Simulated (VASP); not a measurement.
# Al2O3 (Pbcn) in VASP: a series of runs

The runs below take Al2O3 through single point, relaxation of shape and atoms at fixed volume, with PBE.

All numbers are computed with VASP 6.6.1; they aren't measurements. Logs are shortened: lines on timing, memory, paths and dates and some standing lists are left out, and cuts for length are marked.

### 1 The cell of the first run

The structure is orthorhombic, space group Pbcn (No. 60). Conventional cell: a = 7.090 Å, b = 4.847 Å, c = 4.985 Å, α = 90.00°, β = 90.00°, γ = 90.00°. Within 2.5 Å of Al (site symmetry 1) lie 6 O at 1.87 to 2.03 Å. O (site symmetry 1) has 4 Al at 1.89 to 2.03 Å and 9 O at 2.52 to 2.78 Å within 2.8 Å. O (site symmetry 2) has 4 Al at 1.87 to 1.97 Å and 8 O at 2.52 to 2.65 Å within 2.7 Å.

### 2 Single point, PBE

INCAR

```
SYSTEM = Al2O3
PREC = Accurate ; ENCUT = 520
EDIFF = 1E-6 ; ISMEAR = 0
SIGMA = 0.02 ; LREAL = Auto
LASPH = .TRUE. ; NELM = 100
ALGO = Normal ; ISIF = 2
LWAVE = .FALSE. ; LCHARG = .FALSE.
GGA = PE ; NBANDS = 64
```

KPOINTS

```
regular mesh
0
G
  4 6 6
  0 0 0
```

POSCAR

```
Al2O3
1.0
    7.0899410000      0.0000000000      0.0000000000
    0.0000000000      4.8469330000      0.0000000000
    0.0000000000      0.0000000000      4.9854040000
Al O
8 12
Direct
    0.3903950000      0.2521520000      0.0305140000
    0.6096050000      0.2521520000      0.4694860000
    0.1096050000      0.2478480000      0.5305140000
    0.8903950000      0.2478480000      0.9694860000
    0.6096050000      0.7478480000      0.9694860000
    0.3903950000      0.7478480000      0.5305140000
    0.8903950000      0.7521520000      0.4694860000
    0.1096050000      0.7521520000      0.0305140000
    0.6540020000      0.1070210000      0.1019760000
    0.3459980000      0.1070210000      0.3980240000
    0.8459980000      0.3929790000      0.6019760000
    0.1540020000      0.3929790000      0.8980240000
    0.3459980000      0.8929790000      0.8980240000
    0.6540020000      0.8929790000      0.6019760000
    0.1540020000      0.6070210000      0.3980240000
    0.8459980000      0.6070210000      0.1019760000
    0.0000000000      0.0494040000      0.2500000000
    0.5000000000      0.4505960000      0.7500000000
    0.0000000000      0.9505960000      0.7500000000
    0.5000000000      0.5494040000      0.2500000000
```

Potentials or basis: VASP PAW PBE potentials, release 64 (Al, O).

Command:

```bash
$ cat potpaw_PBE.64/Al/POTCAR potpaw_PBE.64/O/POTCAR > POTCAR
$ mpirun -np 1 vasp_std > vasp.out
```

OUTCAR:

```text
SYSTEM = Al2O3
   PREC = Accurate
   ENCUT = 520
   EDIFF = 1E-6
   ISMEAR = 0
   LREAL = Auto
   LASPH = .TRUE.
   NELM = 100
   ISIF = 2
   GGA = PE

 ion  position               nearest neighbor table
   1  0.390  0.252  0.031-  18 1.87  13 1.89  12 1.93  20 1.97  10 1.99   9 2.03   2 2.68   5 2.88
                             5 2.91   8 3.14   8 3.14   3 3.19   3 3.19   2 3.20
   2  0.610  0.252  0.469-  18 1.87  14 1.89  11 1.93  20 1.97   9 1.99  10 2.03   1 2.68   6 2.88
                             6 2.91   7 3.14   7 3.14   4 3.19   4 3.19   1 3.20
   3  0.110  0.248  0.531-  17 1.87  15 1.89  10 1.93  19 1.97  12 1.99  11 2.03   4 2.68   7 2.88
                             7 2.91   6 3.14   6 3.14   1 3.19   1 3.19   4 3.20
   4  0.890  0.248  0.969-  17 1.87  16 1.89   9 1.93  19 1.97  11 1.99  12 2.03   3 2.68   8 2.88
                             8 2.91   5 3.14   5 3.14   2 3.19   2 3.19   3 3.20
   5  0.610  0.748  0.969-  20 1.87   9 1.89  16 1.93  18 1.97  14 1.99  13 2.03   6 2.68   1 2.88
                             1 2.91   4 3.14   4 3.14   7 3.19   7 3.19   6 3.20
   6  0.390  0.748  0.531-  20 1.87  10 1.89  15 1.93  18 1.97  13 1.99  14 2.03   5 2.68   2 2.88
                             2 2.91   3 3.14   3 3.14   8 3.19   8 3.19   5 3.20
   7  0.890  0.752  0.469-  19 1.87  11 1.89  14 1.93  17 1.97  16 1.99  15 2.03   8 2.68   3 2.88
                             3 2.91   2 3.14   2 3.14   5 3.19   5 3.19   8 3.20
   8  0.110  0.752  0.031-  19 1.87  12 1.89  13 1.93  17 1.97  15 1.99  16 2.03   7 2.68   4 2.88
                             4 2.91   1 3.14   1 3.14   6 3.19   6 3.19   7 3.20
   9  0.654  0.107  0.102-   5 1.89   4 1.93   2 1.99   1 2.03
  10  0.346  0.107  0.398-   6 1.89   3 1.93   1 1.99   2 2.03
  11  0.846  0.393  0.602-   7 1.89   2 1.93   4 1.99   3 2.03
  12  0.154  0.393  0.898-   8 1.89   1 1.93   3 1.99   4 2.03
  13  0.346  0.893  0.898-   1 1.89   8 1.93   6 1.99   5 2.03
  14  0.654  0.893  0.602-   2 1.89   7 1.93   5 1.99   6 2.03
  15  0.154  0.607  0.398-   3 1.89   6 1.93   8 1.99   7 2.03
  16  0.846  0.607  0.102-   4 1.89   5 1.93   7 1.99   8 2.03
  17  0.000  0.049  0.250-   3 1.87   4 1.87   7 1.97   8 1.97
  18  0.500  0.451  0.750-   1 1.87   2 1.87   5 1.97   6 1.97
  19  0.000  0.951  0.750-   7 1.87   8 1.87   3 1.97   4 1.97
  20  0.500  0.549  0.250-   5 1.87   6 1.87   1 1.97   2 1.97

  LATTYP: Found a simple orthorhombic cell.
 ALAT       =     4.8469330000
 B/A-ratio  =     1.0285687877
 C/A-ratio  =     1.4627685177

  Lattice vectors:

 A1 = (   0.0000000000,   4.8469330000,   0.0000000000)
 A2 = (   0.0000000000,   0.0000000000,   4.9854040000)
 A3 = (   7.0899410000,   0.0000000000,   0.0000000000)

Analysis of symmetry for initial positions (statically):
=====================================================================
 Subroutine PRICEL returns:
 Original cell was already a primitive cell.

[... 173 lines left out ...]
   EFERMI =   0.00;   METHOD = LEGACY
   ISMEAR =     0;   SIGMA  =   0.02  broadening in eV -4-tet -1-fermi 0-gaus
   EFERMI_NEDOS =   21; number of points for ismear=-14 and -15
   IALGO  =     38    algorithm
   IMIX   =      4    mixing-type and parameters
     AMIX     =   0.40;   BMIX     =  1.00
     AMIX_MAG =   1.60;   BMIX_MAG =  1.00
  volume/ion in A,a.u.               =       8.57        57.81
  Fermi-wavevector in a.u.,A,eV,Ry     =   1.349673  2.550512 24.784609  1.821617
  Thomas-Fermi vector in A             =   2.477241
   LORBIT       =      0    0 simple, 1 ext, 2 COOP (PROOUT), +10 PAW based schemes
   GGA     = PE    functional components
   LHFCALC =     F    Hartree Fock is set to
   AEXX    =    0.0000 exact exchange contribution
   IVDW    =     0    specifies the selected vdW correction
   LEPSILON=     F    determine dielectric tensor
   LRPA    =     F    only Hartree local field effects (RPA)
 non-spin polarized calculation
 Gauss-broadening in eV      SIGMA  =   0.02
  energy-cutoff  :      520.00
  volume of cell :      171.32
 maximum number of plane-waves:      4642
 NGX is ok and might be reduce to    54
   NGX = 27   NGY = 19   NGZ = 19

 number of electron      96.0000012 magnetization

 Free energy of the ion-electron system (eV)
  ---------------------------------------------------
  ext. energy  EPLUGINS =         0.00000000
  ---------------------------------------------------
  free energy    TOTEN  =      -147.76185563 eV

  energy without entropy =     -147.76185563  energy(sigma->0) =     -147.76185563

 E-fermi :   6.4036     XC(G=0): -11.7241

 val. band max:        6.3187711029   @ k =   0.0000   0.0000   0.0000
 cond. band min:      11.6326871833   @ k =   0.0000   0.0000   0.0000
 fundamental gap:      5.3139160804
 Fermi energy:         6.4036430323

 k-point     1 :       0.0000    0.0000    0.0000
  band No.  band energies     occupation
      1     -12.8752      2.00000
      2     -11.7743      2.00000
      3     -11.0468      2.00000
      4     -10.7963      2.00000
      5     -10.7353      2.00000
      6     -10.5342      2.00000
[... 1501 lines left out ...]
     59      16.8584      0.00000
     60      16.8584      0.00000

 [... further k-points ...]

 [bands above 60 left out]

------------------------ aborting loop because EDIFF is reached ----------------------------------------

  FORCE on cell =-STRESS in cart. coord.  units (eV):
  Direction    XX          YY          ZZ          XY          YZ          ZX
  --------------------------------------------------------------------------------------
  -------------------------------------------------------------------------------------
  Total       -0.0142622     -0.0347581      0.0493855      0.0000000      0.0000000      0.0000000
  in kB       -0.1333787     -0.3250544      0.4618489      0.0000000      0.0000000      0.0000000
  external PRESSURE =       0.0011386 kB  Pullay stress =       0.0000000 kB

 VOLUME and BASIS-vectors are now :
 -----------------------------------------------------------------------------
  energy-cutoff  :      520.00
  volume of cell :      171.32
      direct lattice vectors                 reciprocal lattice vectors
     7.089941000  0.000000000  0.000000000     0.141044897  0.000000000  0.000000000
     0.000000000  4.846933000  0.000000000     0.000000000  0.206316035  0.000000000
     0.000000000  0.000000000  4.985404000     0.000000000  0.000000000  0.200585549

 POSITION                                       TOTAL-FORCE (eV/Angst)
 -----------------------------------------------------------------------------------
      2.76788      1.22216      0.15212        -0.000009     -0.000419      0.001777
      4.32206      1.22216      2.34058         0.000009     -0.000419     -0.001777
      0.77709      1.20130      2.64483         0.000009      0.000419      0.001777
      6.31285      1.20130      4.83328        -0.000009      0.000419     -0.001777
      4.32206      3.62477      4.83328         0.000009      0.000419     -0.001777
      2.76788      3.62477      2.64483        -0.000009      0.000419      0.001777
[... 12 lines left out ...]
      0.00000      4.60748      3.73905         0.000000      0.002923      0.000000
      3.54497      2.66292      1.24635         0.000000     -0.002923      0.000000
 -----------------------------------------------------------------------------------
    total drift:                               -0.000000      0.000000     -0.000000

  FREE ENERGIE OF THE ION-ELECTRON SYSTEM (eV)
  ---------------------------------------------------
  free  energy   TOTEN  =      -147.7618556322 eV

  energy  without entropy=     -147.7618556322  energy(sigma->0) =     -147.76185563
```

Wall time 4.8 min (1 thread of AMD EPYC 9R45 (Zen 5), shared host); peak memory 0.43 GiB.

Results:

```yaml
Free_energy: -147.7619 eV
Pressure: 0.0 GPa
Band_gap_on_the_k_mesh: 5.31 eV
```

Forces on the atoms (eV/Å):
```
Al   0.000  0.000  0.002
Al   0.000  0.000 -0.002
Al   0.000  0.000  0.002
Al   0.000  0.000 -0.002
Al   0.000  0.000 -0.002
Al   0.000  0.000  0.002
Al   0.000  0.000 -0.002
Al   0.000  0.000  0.002
O   -0.002 -0.002  0.001
O    0.002 -0.002 -0.001
O    0.002  0.002  0.001
O   -0.002  0.002 -0.001
O    0.002  0.002 -0.001
O   -0.002  0.002  0.001
O   -0.002 -0.002 -0.001
O    0.002 -0.002  0.001
O    0.000 -0.003  0.000
O    0.000  0.003  0.000
O    0.000  0.003  0.000
O    0.000 -0.003  0.000
```

Levels at points of the mesh, in eV from the valence-band top:
```
           k point  band 45  band 46  band 47  band 48  band 49  band 50  band 51  band 52
(0.00, 0.00, 0.00)    -0.51    -0.17    -0.15     0.00     5.31     8.30     8.52     8.92
(0.50, 0.00, 0.00)    -0.30    -0.30    -0.12    -0.12     6.83     6.83     9.38     9.38
(0.00, 0.50, 0.00)    -0.49    -0.49    -0.13    -0.13     7.81     7.81     8.59     8.59
(0.50, 0.50, 0.00)    -0.27    -0.27    -0.21    -0.21     8.35     8.35     8.42     8.42
(0.00, 0.00, 0.50)    -0.28    -0.28    -0.12    -0.12     7.87     7.87     8.47     8.47
(0.50, 0.00, 0.50)    -0.32    -0.32    -0.32    -0.32     8.32     8.32     8.32     8.32
(0.00, 0.50, 0.50)    -0.26    -0.26    -0.26    -0.26     8.91     8.91     8.91     8.91
(0.50, 0.50, 0.50)    -0.50    -0.50    -0.50    -0.50     8.72     8.72     8.72     8.72
```

A k mesh can miss the band edges.

[end of part 1 of 2]
